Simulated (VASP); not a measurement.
# CdH2 (R-3m) in VASP: notebook

Runs on CdH2. Level: PBE. Tasks: relaxation of cell and atoms, single point.

All numbers are computed with VASP 6.6.1; they aren't measurements. Logs are shortened: lines on timing, memory, paths and dates and some standing lists are left out, and cuts for length are marked.

## (1) The cell of the first run

The structure is trigonal, space group R-3m (No. 166). Conventional cell: a = 3.462 Å, b = 3.462 Å, c = 16.960 Å, α = 90.00°, β = 90.00°, γ = 120.00°. Within 3.2 Å of Cd (site symmetry -3m) lie 6 H at 2.45 Å. Within 3.2 Å of H (site symmetry 3m) lie 3 Cd at 2.45 Å.

## (2) Relaxation of cell and atoms, PBE (atoms taken out)

The input, INCAR:

```
PREC     = Accurate       # precision mode
ENCUT    = 600            # plane-wave cutoff, eV
EDIFF    = 1E-7           # SCF threshold, eV
ISMEAR   = 0              # smearing method
SIGMA    = 0.1            # smearing width, eV
LREAL    = False          # projectors in reciprocal space
LASPH    = True           # aspherical terms in the spheres
NELM     = 100            # most SCF steps
ALGO     = Normal         # electronic algorithm
ISIF     = 3              # what is computed and relaxed
LWAVE    = False          # write WAVECAR
LCHARG   = False          # write CHGCAR
GGA      = PE             # functional
IBRION   = 2              # ionic algorithm
NSW      = 90             # ionic steps
EDIFFG   = -0.04          # ionic threshold
```

The input, KPOINTS:

```
regular mesh
0
Gamma
  6 6 6
```

The input, POSCAR:

```
CdH2
1.0
    1.7309974000      0.9993918200      5.6534138400
   -1.7309974000      0.9993918200      5.6534138400
    0.0000000000     -1.9987836300      5.6534138400
Cd H
1 2
Direct
    0.0000000000      0.0000000000      0.0000000000
    0.2500000000      0.2500000000      0.2500000000
    0.7500000000      0.7500000000      0.7500000000
```

Potentials or basis: VASP PAW PBE potentials, release 64 (Cd, H).

Run with:

```console
cat potpaw_PBE.64/Cd/POTCAR potpaw_PBE.64/H/POTCAR > POTCAR
mpirun -np 1 vasp_std > vasp.out
```

OUTCAR:

```text
PREC = Accurate
   ENCUT = 600
   EDIFF = 1E-7
   ISMEAR = 0
   LREAL = False
   LASPH = True
   NELM = 100
   ISIF = 3
   GGA = PE
   IBRION = 2
   NSW = 90
   EDIFFG = -0.04

 ion  position               nearest neighbor table
   1  0.000  0.000  0.000-
   2  0.250  0.250  0.250-
   3  0.750  0.750  0.750-

  LATTYP: Found a trigonal (rhomboedric) cell.
 ALAT       =     5.9963508949
 COS(alpha) =     0.8333333332

  Lattice vectors:

 A1 = (   1.7309974000,   0.9993918200,   5.6534138400)
 A2 = (  -1.7309974000,   0.9993918200,   5.6534138400)
 A3 = (   0.0000000000,  -1.9987836300,   5.6534138400)

Analysis of symmetry for initial positions (statically):
=====================================================================
 Subroutine PRICEL returns:
 Original cell was already a primitive cell.

 Routine SETGRP: Setting up the symmetry group for a
 trigonal (rhombohedral) supercell.

 Subroutine GETGRP returns: Found 12 space group operations
 (whereof 12 operations were pure point group operations)
 out of a pool of 12 trial point group operations.

The static configuration has the point symmetry D_3d.

Analysis of symmetry for dynamics (positions and initial velocities):
=====================================================================
 Subroutine PRICEL returns:
 Original cell was already a primitive cell.

 Routine SETGRP: Setting up the symmetry group for a
 trigonal (rhombohedral) supercell.

 Subroutine GETGRP returns: Found 12 space group operations
 (whereof 12 operations were pure point group operations)
 out of a pool of 12 trial point group operations.

The dynamic configuration has the point symmetry D_3d.

 Subroutine INISYM returns: Found 12 space group operations
 (whereof 12 operations are pure point group operations),
 and found     1 'primitive' translations

----------------------------------------------------------------------------------------

                                     Primitive cell

  volume of cell :      58.6806

  direct lattice vectors                    reciprocal lattice vectors
     1.730997400  0.999391820  5.653413840     0.288850809  0.166768092  0.058961424
    -1.730997400  0.999391820  5.653413840    -0.288850809  0.166768092  0.058961424
     0.000000000 -1.998783630  5.653413840     0.000000000 -0.333536184  0.058961425

  length of vectors
     5.996350895  5.996350895  5.996350894     0.338707597  0.338707597  0.338707597

  position of ions in fractional coordinates (direct lattice)
     0.000000000  0.000000000  0.000000000
     0.250000000  0.250000000  0.250000000
     0.750000000  0.750000000  0.750000000

  ion indices of the primitive-cell ions
   primitive index   ion index
                 1           1
                 2           2
                 3           3

----------------------------------------------------------------------------------------

 KPOINTS: regular mesh

Automatic generation of k-mesh.
 Grid dimensions read from file:
 generate k-points for:    6    6    6

 Generating k-lattice:

  Cartesian coordinates                     Fractional coordinates (reciprocal lattice)
     0.048141802  0.027794682  0.009826904     0.166666667 -0.000000000  0.000000000
    -0.048141802  0.027794682  0.009826904    -0.000000000  0.166666667  0.000000000
     0.000000000 -0.055589364  0.009826904     0.000000000  0.000000000  0.166666667

  Length of vectors
     0.056451266  0.056451266  0.056451266

  Shift w.r.t. Gamma in fractional coordinates (k-lattice)
     0.000000000  0.000000000  0.000000000

 Subroutine IBZKPT returns following result:
 ===========================================

 Found     32 irreducible k-points:

 Following reciprocal coordinates:
            Coordinates               Weight
  0.000000  0.000000  0.000000      1.000000
  0.166667 -0.000000 -0.000000      6.000000
  0.333333 -0.000000 -0.000000      6.000000
  0.500000 -0.000000  0.000000      3.000000
  0.166667  0.166667 -0.000000      6.000000
  0.333333  0.166667  0.000000     12.000000
[... 16 lines left out ...]
[... 40 lines left out ...]

 number of electron      14.0000002 magnetization

 Free energy of the ion-electron system (eV)
  ---------------------------------------------------
  ext. energy  EPLUGINS =         0.00000000
  ---------------------------------------------------
  free energy    TOTEN  =        -5.40623263 eV

  energy without entropy =       -5.40623263  energy(sigma->0) =       -5.40623263

------------------------ aborting loop because EDIFF is reached ----------------------------------------

  FORCE on cell =-STRESS in cart. coord.  units (eV):
  Direction    XX          YY          ZZ          XY          YZ          ZX
  --------------------------------------------------------------------------------------
  -------------------------------------------------------------------------------------
  Total       -3.2601094     -3.2601095     -3.3122737      0.0000000     -0.0000000      0.0000000
  in kB      -89.0119941    -89.0119944    -90.4362542      0.0000000     -0.0000001      0.0000000
  external PRESSURE =     -89.4867476 kB  Pullay stress =       0.0000000 kB
[... 92 lines left out ...]
  FREE ENERGIE OF THE ION-ELECTRON SYSTEM (eV)
  ---------------------------------------------------
  free  energy   TOTEN  =        -6.2363724494 eV

  energy  without entropy=       -6.2363724494  energy(sigma->0) =       -6.23637245

[... ionic steps 4 to 7 ...]

--------------------------------------- Ionic step        8  -------------------------------------------

 number of electron      14.0000001 magnetization

------------------------ aborting loop because EDIFF is reached ----------------------------------------

  FORCE on cell =-STRESS in cart. coord.  units (eV):
  Direction    XX          YY          ZZ          XY          YZ          ZX
  --------------------------------------------------------------------------------------
  -------------------------------------------------------------------------------------
  Total       -0.0965764     -0.0965764      0.0470828     -0.0000000      0.0000000      0.0000000
  in kB       -3.6908809     -3.6908809      1.7993718     -0.0000000      0.0000000      0.0000000
  external PRESSURE =      -1.8607967 kB  Pullay stress =       0.0000000 kB
[... 59 lines left out ...]
  energy  without entropy=       -6.2869140700  energy(sigma->0) =       -6.28691407

--------------------------------------- Ionic step       10  -------------------------------------------

 number of electron      14.0000001 magnetization

 Free energy of the ion-electron system (eV)
  ---------------------------------------------------
  ext. energy  EPLUGINS =         0.00000000
  ---------------------------------------------------
  free energy    TOTEN  =        -6.28764760 eV

  energy without entropy =       -6.28764760  energy(sigma->0) =       -6.28764760

 E-fermi :  -0.6821     XC(G=0):  -8.5383

 val. band max:       -1.1303293717   @ k =  -0.1667   0.3333   0.1667
 cond. band min:       0.7157622849   @ k =  -0.3333   0.3333   0.0000
 fundamental gap:      1.8460916566
 Fermi energy:        -0.6821077134

 k-point     1 :       0.0000    0.0000    0.0000
  band No.  band energies     occupation
      1      -9.5807      2.00000
      2      -8.7884      2.00000
      3      -8.7884      2.00000
      4      -8.3157      2.00000
      5      -8.3157      2.00000
      6      -7.9389      2.00000
      7      -3.2604      2.00000
      8       3.8436      0.00000
      9       9.0956      0.00000
     10       9.9929      0.00000
     11      13.8186      0.00000
[... 309 lines left out ...]
 k-point    24 :      -0.3333    0.5000    0.1667
  band No.  band energies     occupation
      1      -9.4298      2.00000
      2      -8.8528      2.00000
      3      -8.6335      2.00000
      4      -8.4367      2.00000
      5      -8.2268      2.00000
      6      -4.3658      2.00000
      7      -1.4935      2.00000
      8       1.5730      0.00000
      9       3.5620      0.00000
     10       6.1761      0.00000
     11       8.9211      0.00000

 [... further k-points ...]
[... 5 lines left out ...]
  --------------------------------------------------------------------------------------
  -------------------------------------------------------------------------------------
  Total        0.0325938      0.0325938      0.1018584     -0.0000000      0.0000000      0.0000000
  in kB        1.2505505      1.2505506      3.9080723     -0.0000000      0.0000000      0.0000000
  external PRESSURE =       2.1363911 kB  Pullay stress =       0.0000000 kB
[... 18 lines left out ...]
  FREE ENERGIE OF THE ION-ELECTRON SYSTEM (eV)
  ---------------------------------------------------
  free  energy   TOTEN  =        -6.2876475953 eV

  energy  without entropy=       -6.2876475953  energy(sigma->0) =       -6.28764760

 reached required accuracy - stopping structural energy minimisation
```

Run time: 3.3 min. Hardware: 1 thread of Intel Xeon Platinum 8559C (Emerald Rapids), shared host; peak memory 0.36 GiB.

Results:

```
Free energy                           : -6.2876 eV
Relaxed volume                        : 13.92 Å³/atom
Relaxed cell                          : a = 5.134 Å, b = 5.134 Å, c = 5.134 Å, α = 35.97°, β = 35.97°, γ = 35.97°
Space group after relaxing (to 0.1 Å) : R-3m (No. 166)
Energy gained by relaxing             : 293.8 meV/atom
Ionic steps                           : 10
Pressure after relaxing               : 0.2 GPa
Largest force after relaxing          : 0.029 eV/Å
Band gap on the k mesh                : 1.85 eV (least direct gap 2.94 eV)
```

Forces in eV/Å, atoms in the order of the input:
```
Cd   0.000  0.000  0.000
H    0.000  0.000  0.029
H    0.000  0.000 -0.029
```

The path:
```csv
step,energy change (eV),largest force (eV/Å),pressure (GPa),volume (Å³)
1,0.0000,1.1630,-8.95,58.68
2,-0.5593,0.8863,-6.76,49.88
3,-0.8301,0.3682,-0.51,42.15
4,-0.8335,0.2454,1.23,40.91
5,-0.8341,0.2780,0.74,41.23
6,-0.8570,0.2138,0.49,41.44
7,-0.8802,0.0357,-0.27,41.99
8,-0.8807,0.0576,-0.19,41.92
9,-0.8807,0.0618,-0.17,41.91
10,-0.8814,0.0292,0.21,41.76
```

Final structure:
```xyz
3
Lattice="1.5853 0.9152 4.7969 -1.5853 0.9152 4.7969 0.0000 -1.8305 4.7969" Properties=species:S:1:pos:R:3 pbc="T T T"
Cd    0.0000    0.0000    0.0000
H     0.0000    0.0000    3.7709
H     0.0000    0.0000   10.6197
```

Caveat: the cell differs from its parent crystal (atoms taken out); the volume moved by over 15 % at a fixed basis, so the end points are rough.

## (3) Single point, PBE (atoms taken out)

The input, INCAR:

```
SYSTEM = CdH2
ALGO = Normal ; EDIFF = 1E-6
ENCUT = 520 ; GGA = PE
ISIF = 2 ; ISMEAR = 0
LASPH = .True. ; LCHARG = .False.
LREAL = .False. ; LWAVE = .False.
NBANDS = 14 ; NELM = 80
PREC = Accurate ; SIGMA = 0.02
```

The input, KPOINTS:

```
k-points
0
Gamma
  12 12 12
  0 0 0
```

The input, POSCAR:

```
CdH2
1.0
    1.5852972100      0.9152717709      5.3912327987
   -1.5852972100      0.9152717709      5.3912327987
    0.0000000000     -1.8305435419      5.3912327987
Cd H
1 2
Direct
    0.0000000000      0.0000000000      0.0000000000
    0.2705166162      0.2705166162      0.2705166162
    0.7294833838      0.7294833838      0.7294833838
```

Potentials or basis: VASP PAW PBE potentials, release 64 (Cd, H).

Run with:

```console
cat potpaw_PBE.64/Cd/POTCAR potpaw_PBE.64/H/POTCAR > POTCAR
mpirun -np 1 vasp_std > vasp.out
```

It took 2 min on 1 thread of Intel Xeon Platinum 8559C (Emerald Rapids), shared host; peak memory 0.33 GiB.

It converged, with:

```yaml
Free_energy: -6.2961 eV
Pressure: 0.2 GPa
Largest_force: 0.024 eV/Å
Band_gap_on_the_k_mesh: 1.77 eV (least direct gap 2.66 eV)
```

Forces in eV/Å, atoms in the order of the input:
```
Cd   0.000  0.000  0.000
H    0.000  0.000 -0.024
H    0.000  0.000  0.024
```

Levels at points of the mesh, in eV from the valence-band top:
```tsv
k point	band 5	band 6	band 7	band 8	band 9	band 10
(0.00, 0.00, 0.00)	-7.25	-6.75	-2.55	4.59	9.80	10.60
(0.50, 0.00, 0.00)	-6.98	-3.43	-0.96	3.60	4.44	8.83
(0.50, 0.50, 0.00)	-6.98	-3.45	-0.76	3.12	4.03	9.18
(0.50, 0.50, 0.50)	-7.25	-6.60	-3.12	6.75	8.35	11.53
```

Caveat: the cell differs from its parent crystal (atoms taken out). A k mesh can miss the band edges.

## (4) Single point, PBE

This run uses another cell than the first one, of 15.65 Å³/atom.

The input, INCAR:

```
PREC     = Accurate       # precision mode
ENCUT    = 520            # plane-wave cutoff, eV
EDIFF    = 1E-7           # SCF threshold, eV
ISMEAR   = 0              # smearing method
SIGMA    = 0.02           # smearing width, eV
LREAL    = False          # projectors in reciprocal space
LASPH    = True           # aspherical terms in the spheres
NELM     = 80             # most SCF steps
ALGO     = Normal         # electronic algorithm
ISIF     = 2              # what is computed and relaxed
LWAVE    = False          # write WAVECAR
LCHARG   = False          # write CHGCAR
GGA      = PE             # functional
NBANDS   = 14             # bands
```

The input, KPOINTS:

```
regular mesh
0
Gamma
  12 12 12
```

POSCAR is that of step 3.

Run with:

```console
cat potpaw_PBE.64/Cd/POTCAR potpaw_PBE.64/H/POTCAR > POTCAR
mpirun -np 1 vasp_std > vasp.out
```

Wall time 2.5 min (1 thread of Intel Xeon Platinum 8559C (Emerald Rapids), shared host); peak memory 0.32 GiB.

Results (log left out):

```yaml
Free_energy: -6.2961 eV
Pressure: 0.2 GPa
Largest_force: 0.024 eV/Å
Band_gap_on_the_k_mesh: 1.77 eV (least direct gap 2.66 eV)
```

Forces on the atoms (eV/Å):
```
Cd   0.000  0.000  0.000
H    0.000  0.000 -0.024
H    0.000  0.000  0.024
```

Stress tensor (GPa, compression positive):
```
0.22 0.00 0.00
0.00 0.22 0.00
0.00 0.00 0.15
```

Levels at points of the mesh, in eV from the valence-band top:
```tsv
k point	band 3	band 4	band 5	band 6	band 7	band 8	band 9	band 10	band 11	band 12
(0.00, 0.00, 0.00)	-7.73	-7.25	-7.25	-6.75	-2.55	4.59	9.80	10.60	14.76	14.76
(0.50, 0.00, 0.00)	-7.37	-7.24	-6.98	-3.43	-0.96	3.60	4.44	8.83	9.32	9.97
(0.50, 0.50, 0.00)	-7.37	-7.24	-6.98	-3.45	-0.76	3.12	4.03	9.18	10.41	10.90
(0.50, 0.50, 0.50)	-7.73	-7.25	-7.25	-6.60	-3.12	6.75	8.35	11.53	12.61	14.59
```

## (5) Relaxation of cell and atoms, PBE (atoms taken out)

The input, INCAR:

```
PREC     = Accurate       # precision mode
ENCUT    = 600            # plane-wave cutoff, eV
EDIFF    = 1E-7           # SCF threshold, eV
ISMEAR   = 0              # smearing method
SIGMA    = 0.02           # smearing width, eV
LREAL    = False          # projectors in reciprocal space
LASPH    = True           # aspherical terms in the spheres
NELM     = 80             # most SCF steps
ALGO     = Normal         # electronic algorithm
ISIF     = 3              # what is computed and relaxed
LWAVE    = False          # write WAVECAR
LCHARG   = False          # write CHGCAR
GGA      = PE             # functional
IBRION   = 2              # ionic algorithm
NSW      = 100            # ionic steps
EDIFFG   = -0.01          # ionic threshold
```

KPOINTS is that of step 4.

The input, POSCAR:

```
CdH2
1.0
    1.5851764700      0.9152020616      5.3854825300
   -1.5851764700      0.9152020616      5.3854825300
    0.0000000000     -1.8304041233      5.3854825300
Cd H
1 2
Direct
    0.0000000000      0.0000000000      0.0000000000
    0.2707590900      0.2707590900      0.2707590900
    0.7292409100      0.7292409100      0.7292409100
```

Run with:

```console
cat potpaw_PBE.64/Cd/POTCAR potpaw_PBE.64/H/POTCAR > POTCAR
mpirun -np 1 vasp_std > vasp.out
```

It took 6.6 min on 1 thread of Intel Xeon Platinum 8559C (Emerald Rapids), shared host; peak memory 0.42 GiB.

Results (log left out):

| Quantity | Value |
| --- | --- |
| Free energy | -6.2964 eV |
| Relaxed volume | 15.71 Å³/atom |
| Relaxed cell | a = 5.705 Å, b = 5.705 Å, c = 5.705 Å, α = 32.30°, β = 32.30°, γ = 32.30° |
| Space group after relaxing (to 0.1 Å) | R-3m (No. 166) |
| Energy gained by relaxing | 0.2 meV/atom |
| Ionic steps | 6 |
| Pressure after relaxing | 0.0 GPa |
| Largest force after relaxing | 0.004 eV/Å |
| Band gap on the k mesh | 1.77 eV (least direct gap 2.66 eV) |

Forces on the atoms (eV/Å):
```
Cd   0.000  0.000  0.000
H    0.000  0.000 -0.004
H    0.000  0.000  0.004
```

The path:
| step | energy change (eV) | largest force (eV/Å) | pressure (GPa) | volume (Å³) |
| --- | --- | --- | --- | --- |
| 1 | 0.0000 | 0.0410 | 0.31 | 46.88 |
| 2 | -0.0004 | 0.0205 | 0.06 | 47.08 |
| 3 | -0.0004 | 0.0118 | -0.05 | 47.17 |
| 4 | -0.0004 | 0.0129 | -0.03 | 47.16 |
| 5 | -0.0004 | 0.0106 | -0.02 | 47.15 |
| 6 | -0.0005 | 0.0037 | 0.00 | 47.12 |

Final structure:
```xyz
3
Lattice="1.5868 0.9161 5.4026 -1.5868 0.9161 5.4026 0.0000 -1.8323 5.4026" Properties=species:S:1:pos:R:3 pbc="T T T"
Cd    0.0000    1.8323   10.8053
H     0.0000    0.0000    4.3826
H     0.0000    0.0000   11.8253
```

Levels at points of the mesh, in eV from the valence-band top:
```
           k point  band 4  band 5  band 6  band 7  band 8  band 9  band 10  band 11
(0.00, 0.00, 0.00)   -7.25   -7.25   -6.74   -2.54    4.59    9.81    10.57    14.74
(0.50, 0.00, 0.00)   -7.24   -6.97   -3.40   -0.96    3.59    4.44     8.82     9.31
(0.50, 0.50, 0.00)   -7.23   -6.97   -3.43   -0.76    3.11    4.03     9.17    10.40
(0.50, 0.50, 0.50)   -7.25   -7.25   -6.59   -3.11    6.76    8.30    11.51    12.60
```

Caveat: the cell differs from its parent crystal (atoms taken out). A k mesh can miss the band edges.

## (6) Summary

```tsv
task	cell	k mesh	cutoff (eV)	smearing	gap on the mesh (eV)	pressure (GPa)	relaxed volume (Å³/atom)	largest force (eV/Å)
relaxation of cell and atoms	relaxed from a = 5.996 Å, angles 33.6°, 3 atoms, atomic positions A	6 × 6 × 6	600	gaussian 0.1 eV	1.85	0.2	13.92	0.03
single point	a = 5.694 Å, angles 32.3°, 3 atoms, atomic positions B	12 × 12 × 12	520	gaussian 0.02 eV	1.77	0.2	-	0.02
relaxation of cell and atoms	relaxed from a = 5.688 Å, angles 32.4°, 3 atoms, atomic positions C	12 × 12 × 12	600	gaussian 0.02 eV	1.77	0.0	15.71	-
```

Alike in all rows: level PBE; potentials or basis VASP PAW PBE potentials, release 64 (Cd, H); no spin polarisation.

Caveats: the volume moved by over 15 % at a fixed basis, so the end points are rough (at least some runs).

Absolute energies hang on the potentials; compare differences alone.
